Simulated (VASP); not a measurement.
Set up this calculation in VASP 6.6.1, as the native input.

```yaml
Task: electric field gradients
Functional: PBE
Potentials_or_basis: VASP PAW PBE potentials, release 64 (Al, O)
Cutoff: 520 eV
k_mesh: 8 × 8 × 8
Occupations: fermi-dirac, width 0.02 eV
Spin: no spin polarisation
Dipole_correction: no
Further_INCAR_settings: ALGO = Normal; EDIFF = 1e-08; NBANDS = 35
```

The structure of Al2O3 lies in POSCAR:

```
Al2O3
1.0
    2.4025136104      1.3870918797      4.3720844159
   -2.4025136104      1.3870918797      4.3720844159
    0.0000000000     -2.7741837594      4.3720844159
Al O
4 6
Direct
    0.6479040000      0.6479040000      0.6479040000
    0.8520960000      0.8520960000      0.8520960000
    0.1479040000      0.1479040000      0.1479040000
    0.3520960000      0.3520960000      0.3520960000
    0.4438545000      0.0561455000      0.7500000000
    0.9438545000      0.2500000000      0.5561455000
    0.0561455000      0.7500000000      0.4438545000
    0.7500000000      0.4438545000      0.0561455000
    0.2500000000      0.5561455000      0.9438545000
    0.5561455000      0.9438545000      0.2500000000
```

These files were run (other wordings do the same):

INCAR

```
SYSTEM = Al2O3
PREC     = Accurate       ! precision mode
ENCUT    = 520            ! plane-wave cutoff, eV
EDIFF    = 1E-8           ! SCF threshold, eV
ISMEAR   = -1             ! smearing method
SIGMA    = 0.02           ! smearing width, eV
LREAL    = .False.        ! projectors in reciprocal space
LASPH    = .True.         ! aspherical terms in the spheres
NELM     = 60             ! most SCF steps
ALGO     = Normal         ! electronic algorithm
ISIF     = 2              ! what is computed and relaxed
LWAVE    = .False.        ! write WAVECAR
LCHARG   = .False.        ! write CHGCAR
GGA      = PE             ! functional
LEFG     = .True.       
NBANDS   = 35             ! bands
```

KPOINTS

```
Automatic mesh
0
Gamma
  8 8 8
  0 0 0
```

Potentials or basis: VASP PAW PBE potentials, release 64 (Al, O).

Command:

```bash
$ cat potpaw_PBE.64/Al/POTCAR potpaw_PBE.64/O/POTCAR > POTCAR
$ mpirun -np 1 vasp_std > vasp.out
```

It gave:

```json
{
 "Pressure": "0.3 GPa",
 "Largest force": "0.013 eV/Å",
 "Band gap on the k mesh": "5.88 eV",
 "Largest electric field gradient by atom": "Al +5.8; O -39.0 V/Å²"
}
```

Caveat: without QUAD_EFG the Cq values of the log hold for a quadrupole moment of 1 mb, not for the nuclei.

Wall time 6.1 min on 1 thread of Intel Xeon 8259CL, on a shared host, peak memory 0.32 GiB.
